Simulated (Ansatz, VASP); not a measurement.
**One calculation of TaSi3, two programs**

```
Ta Si
1.0
     5.02866    0.00000    0.00000
     0.00000    5.02866    0.00000
     0.00000    0.00000    5.02866
Ta Si
2 6
Direct
  0.00000 0.00000 0.00000
  0.50000 0.50000 0.50000
  0.00000 0.50000 0.25000
  0.00000 0.50000 0.75000
  0.25000 0.00000 0.50000
  0.75000 0.00000 0.50000
  0.50000 0.75000 0.00000
  0.50000 0.25000 0.00000
```

Alike in both runs: task single point; functional PBE; k mesh 4 × 4 × 4; occupations gaussian, width 0.1 eV; no spin polarisation.

|  | VASP | Ansatz |
| --- | --- | --- |
| version | VASP 6.6.1 | Ansatz 0.2.0 |
| potentials or method | VASP PAW PBE potentials, release 64 (Ta_pv, Si), cutoff 500 eV | scalar-relativistic, plane waves, PAW |
| valence electrons in the cell | 46 | 50 |

```tsv
	VASP	Ansatz	Ansatz less VASP
gap on the k mesh at the Fermi level (eV)	none	none	-
pressure (GPa)	-7.4	-7.4	-0.03
```

A gap of «none» marks a metal or a gap that the smearing closes. VASP's potentials hold 46 valence electrons a cell and Ansatz's 50, so a difference there can come from the potentials and not from the codes.

Spin-orbit coupling is off throughout.
